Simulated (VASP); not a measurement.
## InP: single point with LDA

The system is InP.

```
CELL_PARAMETERS angstrom
0.00000 2.71231 2.71231
2.71231 0.00000 2.71231
2.71231 2.71231 0.00000
ATOMIC_POSITIONS crystal
In 0.00000 0.00000 0.00000
P 0.50000 0.50000 0.50000
```

This cell differs from its parent crystal: volume scaled by 0.94.

- Program: VASP 6.6.1
- Task: single point
- Functional: LDA
- Potentials or basis: VASP PAW LDA potentials, release 64 (In_d, P)
- Cutoff: 520 eV
- k mesh: 8 × 8 × 8
- Occupations: fermi-dirac, width 0.05 eV
- Spin: no spin polarisation

```
Pressure               : -0.4 GPa
Band gap on the k mesh : zero (band 9 reaches 7.99 eV, above the bottom of band 10 at 5.09 eV)
```

Levels at points of the mesh, in eV from the Fermi level:
```
           k point  band 7  band 8  band 9  band 10  band 11  band 12
(0.00, 0.00, 0.00)   -0.41   -0.41   -0.41     0.79     7.04     7.04
(0.50, 0.00, 0.00)   -7.14    0.11    0.11     2.34     3.20     3.20
(0.50, 0.50, 0.00)   -5.45   -2.68   -2.64    -2.64     3.61    10.13
```

It took 12 s on 1 thread of Intel Xeon 6975P-C (shared host), peak memory 0.15 GiB.

Caveat: spin-orbit coupling is left out, which moves the levels of the heavy elements.
